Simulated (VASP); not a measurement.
# MgHgBr3 (R-3m) in VASP: single point with PBE

Aim: the single point of MgHgBr3 with PBE.

Program: VASP 6.6.1. These are calculated values, not measurements. Logs are shortened: lines on timing, memory, paths and dates and some standing lists are left out, and cuts for length are marked.

**1. The cell of the first run**

It takes space group R-3m (No. 166, trigonal). The conventional cell has a = 5.600 Å, b = 5.600 Å, c = 16.279 Å, α = 90.00°, β = 90.00°, γ = 120.00°. Mg (site symmetry -3m) has 6 Br at 3.16 Å and 6 Hg at 4.22 Å within 4.3 Å. Within 3.7 Å of Hg (site symmetry -3m) lie 6 Br at 2.80 Å. Br (site symmetry 2/m) has 4 Br at 2.80 Å and 2 Hg at 2.80 Å and 2 Mg at 3.16 Å within 3.7 Å.

The cell was generated, and may not be a known phase.

**2. Single point, PBE**

INCAR

```
ALGO = Normal
EDIFF = 1E-6
ENCUT = 520
GGA = PE
ISIF = 2
ISMEAR = 0
LASPH = T
LCHARG = F
LREAL = F
LWAVE = F
NBANDS = 26
NELM = 80
PREC = Accurate
SIGMA = 0.1
```

KPOINTS

```
k-points
0
Gamma
  6 6 6
```

POSCAR

```
MgHgBr3
1.0
    2.8001016400      1.6166394300      5.4263566300
   -2.8001016400      1.6166394300      5.4263566300
    0.0000000000     -3.2332788700      5.4263566300
Mg Hg Br
1 1 3
Direct
    0.5000000000      0.5000000000      0.5000000000
    0.0000000000      0.0000000000      0.0000000000
    0.5000000000      0.5000000000      0.0000000000
    0.0000000000      0.5000000000      0.5000000000
    0.5000000000      0.0000000000      0.5000000000
```

Potentials or basis: VASP PAW PBE potentials, release 64 (Mg, Hg, Br).

On the command line:

```bash
cat potpaw_PBE.64/Mg/POTCAR potpaw_PBE.64/Hg/POTCAR potpaw_PBE.64/Br/POTCAR > POTCAR
mpirun -np 1 vasp_std > vasp.out
```

OUTCAR:

```text
EDIFF = 1E-6
   ENCUT = 520
   GGA = PE
   ISIF = 2
   ISMEAR = 0
   LASPH = T
   LREAL = F
   NELM = 80
   PREC = Accurate

 ion  position               nearest neighbor table
   1  0.500  0.500  0.500-   4 3.16   5 3.16   5 3.16   4 3.16   3 3.16   3 3.16
   2  0.000  0.000  0.000-   4 2.80   5 2.80   4 2.80   5 2.80   3 2.80   3 2.80
   3  0.500  0.500  0.000-   2 2.80   2 2.80   1 3.16   1 3.16
   4  0.000  0.500  0.500-   2 2.80   2 2.80   1 3.16   1 3.16
   5  0.500  0.000  0.500-   2 2.80   2 2.80   1 3.16   1 3.16

  LATTYP: Found a trigonal (rhomboedric) cell.
 ALAT       =     6.3166002341
 COS(alpha) =     0.6069834831

  Lattice vectors:

 A1 = (   2.8001016400,   1.6166394300,   5.4263566300)
 A2 = (  -2.8001016400,   1.6166394300,   5.4263566300)
 A3 = (   0.0000000000,  -3.2332788700,   5.4263566300)

Analysis of symmetry for initial positions (statically):
=====================================================================
 Subroutine PRICEL returns:
 Original cell was already a primitive cell.

 Routine SETGRP: Setting up the symmetry group for a
 trigonal (rhombohedral) supercell.

 Subroutine GETGRP returns: Found 12 space group operations
 (whereof 12 operations were pure point group operations)
 out of a pool of 12 trial point group operations.

The static configuration has the point symmetry D_3d.

Analysis of symmetry for dynamics (positions and initial velocities):
=====================================================================
 Subroutine PRICEL returns:
 Original cell was already a primitive cell.

 Routine SETGRP: Setting up the symmetry group for a
 trigonal (rhombohedral) supercell.

 Subroutine GETGRP returns: Found 12 space group operations
 (whereof 12 operations were pure point group operations)
 out of a pool of 12 trial point group operations.

The dynamic configuration has the point symmetry D_3d.

 Subroutine INISYM returns: Found 12 space group operations
 (whereof 12 operations are pure point group operations),
 and found     1 'primitive' translations

----------------------------------------------------------------------------------------

                                     Primitive cell

  volume of cell :     147.3827

  direct lattice vectors                    reciprocal lattice vectors
     2.800101640  1.616639430  5.426356630     0.178564947  0.103094520  0.061428571
    -2.800101640  1.616639430  5.426356630    -0.178564947  0.103094520  0.061428571
     0.000000000 -3.233278870  5.426356630     0.000000000 -0.206189040  0.061428571

  length of vectors
     6.316600234  6.316600234  6.316600235     0.215145043  0.215145043  0.215145043

  position of ions in fractional coordinates (direct lattice)
     0.500000000  0.500000000  0.500000000
     0.000000000  0.000000000  0.000000000
     0.500000000  0.500000000  0.000000000
     0.000000000  0.500000000  0.500000000
     0.500000000  0.000000000  0.500000000

  ion indices of the primitive-cell ions
   primitive index   ion index
                 1           1
                 2           2
                 3           3
                 4           4
                 5           5

----------------------------------------------------------------------------------------

 KPOINTS: k-points

Automatic generation of k-mesh.
 Grid dimensions read from file:
 generate k-points for:    6    6    6

 Generating k-lattice:

  Cartesian coordinates                     Fractional coordinates (reciprocal lattice)
     0.029760824  0.017182420  0.010238095     0.166666667  0.000000000  0.000000000
    -0.029760824  0.017182420  0.010238095     0.000000000  0.166666667  0.000000000
     0.000000000 -0.034364840  0.010238095     0.000000000  0.000000000  0.166666667

  Length of vectors
     0.035857507  0.035857507  0.035857507

  Shift w.r.t. Gamma in fractional coordinates (k-lattice)
     0.000000000  0.000000000  0.000000000

 Subroutine IBZKPT returns following result:
 ===========================================

 Found     32 irreducible k-points:

 Following reciprocal coordinates:
            Coordinates               Weight
  0.000000  0.000000  0.000000      1.000000
  0.166667 -0.000000 -0.000000      6.000000
  0.333333 -0.000000  0.000000      6.000000
  0.500000 -0.000000  0.000000      3.000000
  0.166667  0.166667 -0.000000      6.000000
  0.333333  0.166667  0.000000     12.000000
[... 16 lines left out ...]
  0.500000  0.500000  0.166667      6.000000
 -0.333333  0.500000  0.166667     12.000000
 [... further k-points ...]
   k-points           NKPTS =     32   k-points in BZ     NKDIM =     32   number of bands    NBANDS=     26
   number of dos      NEDOS =    301   number of ions     NIONS =      5
   total plane-waves  NPLWV = 110592
   dimension x,y,z NGX =    48 NGY =   48 NGZ =   48
   dimension x,y,z NGXF=    96 NGYF=   96 NGZF=   96
   ions per type =               1   1   3
   NGX,Y,Z   is equivalent  to a cutoff of  12.63, 12.63, 12.63 a.u.
   NGXF,Y,Z  is equivalent  to a cutoff of  25.27, 25.27, 25.27 a.u.
 SYSTEM =  unknown system
   PREC   = accura    normal or accurate (medium, high low for compatibility)
   ISTART =      0    job   : 0-new  1-cont  2-samecut
   ICHARG =      2    charge: 1-file 2-atom 10-const
   ISPIN  =      1    spin polarized calculation?
   LNONCOLLINEAR =      F non collinear calculations
   LSORBIT =      F    spin-orbit coupling
   LASPH  =      T    aspherical Exc in radial PAW
   ENCUT  =  520.0 eV  38.22 Ry    6.18 a.u.  11.74 11.74 11.74*2*pi/ulx,y,z
   NELM   =     80;   NELMIN=  2; NELMDL= -5     # of ELM steps
   EDIFF  = 0.1E-05   stopping-criterion for ELM
   LREAL  =      F    real-space projection
   EDIFFG = 0.1E-04   stopping-criterion for IOM
   NSW    =      0    number of steps for IOM
   IBRION =     -1    ionic relax: 0-MD 1-quasi-New 2-CG
   NFREE  =      0    steps in history (QN), initial steepest desc. (CG)
   ISIF   =      2    stress and relaxation
   ISYM   =      2    0-nonsym 1-usesym 2-fastsym
   POTIM  = 0.5000    time-step for ionic-motion
   TEBEG  =    0.0;   TEEND  =   0.0 temperature during run
   PSTRESS=    0.0 pullay stress
   NELECT =      35.0000    total number of electrons
   NUPDOWN=      -1.0000    fix difference up-down
   EMIN   =  10.00;   EMAX   =-10.00  energy-range for DOS
   EFERMI =   0.00;   METHOD = LEGACY
   ISMEAR =     0;   SIGMA  =   0.10  broadening in eV -4-tet -1-fermi 0-gaus
   EFERMI_NEDOS =   21; number of points for ismear=-14 and -15
   IALGO  =     38    algorithm
   IMIX   =      4    mixing-type and parameters
     AMIX     =   0.40;   BMIX     =  1.00
     AMIX_MAG =   1.60;   BMIX_MAG =  1.00
  volume/ion in A,a.u.               =      29.48       198.92
  Fermi-wavevector in a.u.,A,eV,Ry     =   1.013792  1.915788 13.983705  1.027773
  Thomas-Fermi vector in A             =   2.146981
   LORBIT       =      0    0 simple, 1 ext, 2 COOP (PROOUT), +10 PAW based schemes
   GGA     = PE    functional components
   LHFCALC =     F    Hartree Fock is set to
   AEXX    =    0.0000 exact exchange contribution
   IVDW    =     0    specifies the selected vdW correction
   LEPSILON=     F    determine dielectric tensor
   LRPA    =     F    only Hartree local field effects (RPA)
 non-spin polarized calculation
 Gauss-broadening in eV      SIGMA  =   0.10
  energy-cutoff  :      520.00
  volume of cell :      147.38
 maximum number of plane-waves:      4022
   NGX = 23   NGY = 23   NGZ = 23

 number of electron      35.0000000 magnetization

 Free energy of the ion-electron system (eV)
  ---------------------------------------------------
  ext. energy  EPLUGINS =         0.00000000
  ---------------------------------------------------
  free energy    TOTEN  =        -3.53190621 eV

  energy without entropy =       -3.51093417  energy(sigma->0) =       -3.52142019

 E-fermi :   2.5413     XC(G=0):  -8.2420

 val. band max:        2.5274674220   @ k =   0.3333   0.3333   0.0000
 cond. band min:       2.5774296873   @ k =  -0.3333  -0.3333   0.1667
 fundamental gap:      0.0499622654
 Fermi energy:         2.5413153778

 k-point     1 :       0.0000    0.0000    0.0000
  band No.  band energies     occupation
      1     -15.1060      2.00000
      2     -12.5574      2.00000
      3     -12.5574      2.00000
      4      -5.3275      2.00000
      5      -4.2783      2.00000
      6      -4.2783      2.00000
[... 18 lines left out ...]
     25       7.4156      0.00000
     26       9.9328      0.00000

 k-point     2 :       0.1667   -0.0000   -0.0000
  band No.  band energies     occupation
      1     -14.9871      2.00000
      2     -12.7821      2.00000
      3     -12.5547      2.00000
      4      -5.0557      2.00000
      5      -4.7630      2.00000
      6      -4.5858      2.00000
[... 18 lines left out ...]
     25       8.5491      0.00000
     26       9.4029      0.00000

 k-point     3 :       0.3333   -0.0000    0.0000
  band No.  band energies     occupation
      1     -14.6599      2.00000
      2     -13.3020      2.00000
      3     -12.5492      2.00000
      4      -5.6227      2.00000
      5      -4.9546      2.00000
      6      -4.4610      2.00000
[... 18 lines left out ...]
     25       9.0488      0.00000
     26       9.2850      0.00000

 k-point     4 :       0.5000   -0.0000    0.0000
  band No.  band energies     occupation
      1     -14.3557      2.00000
      2     -13.6948      2.00000
      3     -12.5465      2.00000
      4      -5.8678      2.00000
      5      -5.0834      2.00000
      6      -4.4985      2.00000
[... 18 lines left out ...]
     25       8.8845      0.00000
     26       9.8601      0.00000

 k-point     5 :       0.1667    0.1667   -0.0000
  band No.  band energies     occupation
      1     -14.9862      2.00000
      2     -12.7816      2.00000
      3     -12.5556      2.00000
      4      -5.0613      2.00000
      5      -4.7610      2.00000
      6      -4.5862      2.00000
[... 18 lines left out ...]
     25       8.7378      0.00000
     26       8.9376      0.00000

 k-point     6 :       0.3333    0.1667    0.0000
  band No.  band energies     occupation
      1     -14.7598      2.00000
      2     -13.1366      2.00000
      3     -12.5732      2.00000
      4      -5.3462      2.00000
      5      -4.9007      2.00000
      6      -4.4414      2.00000
[... 427 lines left out ...]
 k-point    21 :      -0.3333    0.3333    0.1667
  band No.  band energies     occupation
      1     -14.3759      2.00000
      2     -13.6304      2.00000
      3     -12.6034      2.00000
      4      -5.5960      2.00000
      5      -5.0587      2.00000
      6      -4.5045      2.00000
[... 18 lines left out ...]
     25       8.6131      0.00000
     26       9.6343      0.00000

 k-point    22 :      -0.1667    0.3333    0.1667
  band No.  band energies     occupation
      1     -14.3810      2.00000
      2     -13.6263      2.00000
      3     -12.6032      2.00000
      4      -5.5965      2.00000
      5      -5.0573      2.00000
      6      -4.4902      2.00000
[... 18 lines left out ...]
     25       8.1242      0.00000
     26       9.6039      0.00000

 k-point    23 :       0.5000    0.5000    0.1667
  band No.  band energies     occupation
      1     -14.6523      2.00000
      2     -13.3038      2.00000
      3     -12.5528      2.00000
      4      -5.6274      2.00000
      5      -4.9542      2.00000
      6      -4.5131      2.00000
[... 18 lines left out ...]
     25       8.7295      0.00000
     26       9.1527      0.00000

 k-point    24 :      -0.3333    0.5000    0.1667
  band No.  band energies     occupation
      1     -14.3744      2.00000
      2     -13.6305      2.00000
      3     -12.6045      2.00000
      4      -5.5972      2.00000
      5      -5.0583      2.00000
      6      -4.5162      2.00000
[... 18 lines left out ...]
     25       8.4190      0.00000
     26       9.4258      0.00000

 [... further k-points ...]
[... 5 lines left out ...]
  --------------------------------------------------------------------------------------
  -------------------------------------------------------------------------------------
  Total       20.5321179     20.5321179     -3.3155182      0.0000000      0.0000000      0.0000000
  in kB      223.2018474    223.2018468    -36.0425447      0.0000000      0.0000000      0.0000000
  external PRESSURE =     136.7870498 kB  Pullay stress =       0.0000000 kB

 VOLUME and BASIS-vectors are now :
 -----------------------------------------------------------------------------
  energy-cutoff  :      520.00
  volume of cell :      147.38
      direct lattice vectors                 reciprocal lattice vectors
     2.800101640  1.616639430  5.426356630     0.178564947  0.103094520  0.061428571
    -2.800101640  1.616639430  5.426356630    -0.178564947  0.103094520  0.061428571
     0.000000000 -3.233278870  5.426356630     0.000000000 -0.206189040  0.061428571

 POSITION                                       TOTAL-FORCE (eV/Angst)
 -----------------------------------------------------------------------------------
      0.00000     -0.00000      8.13953         0.000000      0.000000      0.000000
      0.00000      0.00000      0.00000        -0.000000     -0.000000     -0.000000
      0.00000      1.61664      5.42636        -0.000000      0.000000      0.000000
     -1.40005     -0.80832      5.42636        -0.000000     -0.000000     -0.000000
      1.40005     -0.80832      5.42636        -0.000000     -0.000000     -0.000000
 -----------------------------------------------------------------------------------
    total drift:                               -0.000000      0.000000     -0.000000

  FREE ENERGIE OF THE ION-ELECTRON SYSTEM (eV)
  ---------------------------------------------------
  free  energy   TOTEN  =        -3.5319062111 eV

  energy  without entropy=       -3.5109341680  energy(sigma->0) =       -3.52142019
```

It took 4.1 min on 1 thread of Intel Xeon 8259CL, shared host; peak memory 0.4 GiB.

Results:

```yaml
Free_energy: -3.5319 eV
Pressure: 13.7 GPa
Band_gap_on_the_k_mesh: zero (an odd number of electrons rules out a gap without spin polarisation)
```

Stress tensor (GPa, compression positive):
```
22.32  0.00  0.00
 0.00 22.32  0.00
 0.00  0.00 -3.60
```

Caveat: the stress differs along the axes, from -4 to 22 GPa; spin-orbit coupling is left out, which moves the levels of the heavy elements; an odd number of electrons without spin polarisation forces a metal; a magnetic or distorted state may lie lower.

The gap in the log of VASP goes by the Fermi energy; the results here count the filled bands.